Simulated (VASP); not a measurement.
Crystal: HfTe4.

```
Hf Te
1.0
     5.28256    0.00000    0.00000
     0.00000    5.28256    0.00000
     0.00000    0.00000    5.28256
Hf Te
1 4
Direct
  0.00000 0.00000 0.00000
  0.50000 0.50000 0.50000
  0.00000 0.50000 0.50000
  0.50000 0.00000 0.50000
  0.50000 0.50000 0.00000
```

| Property | Result |
| --- | --- |
| Program | VASP 6.6.1 |
| Task | relaxation of cell and atoms |
| Functional | PBE |
| Potentials or basis | VASP PAW PBE potentials, release 64 (Hf_pv, Te) |
| Cutoff | 500 eV |
| k mesh | 4 × 4 × 4 |
| Occupations | gaussian, width 0.1 eV |
| Spin | no spin polarisation |

At the start: pressure 12.7 GPa; volume 29.48 Å³/atom.

Task: How do energy, volume and symmetry change on relaxing?

Result: Over 3 steps the energy falls by 208.4 meV/atom and the volume is 35.78 Å³/atom (+21.4 %); space group Pm-3m (No. 221, to 0.05 Å).

The path:
```csv
step,energy change (eV),largest force (eV/Å),pressure (GPa),volume (Å³)
1,0.0000,0.0000,12.74,147.41
2,-0.7072,0.0000,-3.88,203.28
3,-1.0422,0.0000,0.01,178.90
```

Final structure:
```
Hf Te
1.0
     5.63474    0.00000    0.00000
     0.00000    5.63474    0.00000
     0.00000    0.00000    5.63474
Hf Te
1 4
Direct
  0.00000 0.00000 0.00000
  0.50000 0.50000 0.50000
  0.00000 0.50000 0.50000
  0.50000 0.00000 0.50000
  0.50000 0.50000 0.00000
```

Caveat: the volume moved by over 15 % at a fixed basis, so the end points are rough.
